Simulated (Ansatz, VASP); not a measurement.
**One calculation of CuO, two programs**

INCAR

```
SYSTEM = CuO
  ALGO = Normal
  EDIFF = 1E-6
  ENCUT = 700
  GGA_COMPAT = .False.
  ISIF = 2
  ISMEAR = -1
  LASPH = .True.
  LCHARG = .True.
  LELF = .True.
  LREAL = .False.
  LVHAR = .True.
  LWAVE = .False.
  NBANDS = 33
  NELM = 120
  PREC = Accurate
  SIGMA = 0.05
```

The input KPOINTS:

```
k-points
0
Gamma
  10 10 5
  0 0 0
```

File POSCAR:

```
CuO
1.0
    2.3755041962     -1.7359473225      0.0000000000
    2.3755041962      1.7359473225      0.0000000000
   -0.8718787375      0.0000000000      5.1260155593
Cu O
2 2
Direct
    0.4968000000      0.0032000000      0.5000000000
    0.0032000000      0.4968000000      0.0000000000
    0.4056000000      0.5714000000      0.7537000000
    0.5714000000      0.4056000000      0.2537000000
```

The input input.yaml:

```yaml
crystal:
  lattice:
    - [2.3755041962, -1.7359473225, 0.0]
    - [2.3755041962, 1.7359473225, 0.0]
    - [-0.8718787375, 0.0, 5.1260155593]
  atoms:
    - { symbol: Cu, position: [0.4968, 0.0032, 0.5] }
    - { symbol: Cu, position: [0.0032, 0.4968, 0.0] }
    - { symbol: O, position: [0.4056, 0.5714, 0.7537] }
    - { symbol: O, position: [0.5714, 0.4056, 0.2537] }
hamiltonian:
  xc: lda
  pseudopotentials: { kind: paw }
kpoints:
  mp_grid: { grid: [10, 10, 5] }
scf:
  occupations: { method: fermi_dirac, width: 0.05 }
output:
  forces: true
  stress: true
  eigenvalues: true
```

Alike in both runs: task single point; functional LDA; k mesh 10 × 10 × 5; occupations fermi-dirac, width 0.05 eV; no spin polarisation.

```csv
,VASP,Ansatz
version,VASP 6.6.1,Ansatz 0.2.0
potentials or method,"VASP PAW LDA potentials, release 64 (Cu_sv_GW, O)",Ansatz PAW
plane-wave cutoff (eV),700,420
valence electrons in the cell,50,50
```

VASP gave:

| Quantity | Value |
| --- | --- |
| gap on the k mesh at the Fermi level (eV) | none |
| pressure (GPa) | -17.7 |
| traceless stress, the component that is largest in VASP (GPa) | 4.77 |
| rms of the force components (eV/Å) | 0.402 |

Task: What did Ansatz give for the same quantities?

Result: gap on the k mesh at the Fermi level (eV): none; pressure (GPa): -15.3; traceless stress, the component that is largest in VASP (GPa): 4.97; rms of the force components (eV/Å): 0.397.

LDA's correlation is that of Perdew and Zunger in VASP and of Perdew and Wang (1992) in Ansatz. Atom by atom the forces differ by 0.017 eV/Å (rms over components). A gap of «none» marks a metal or a gap that the smearing closes.
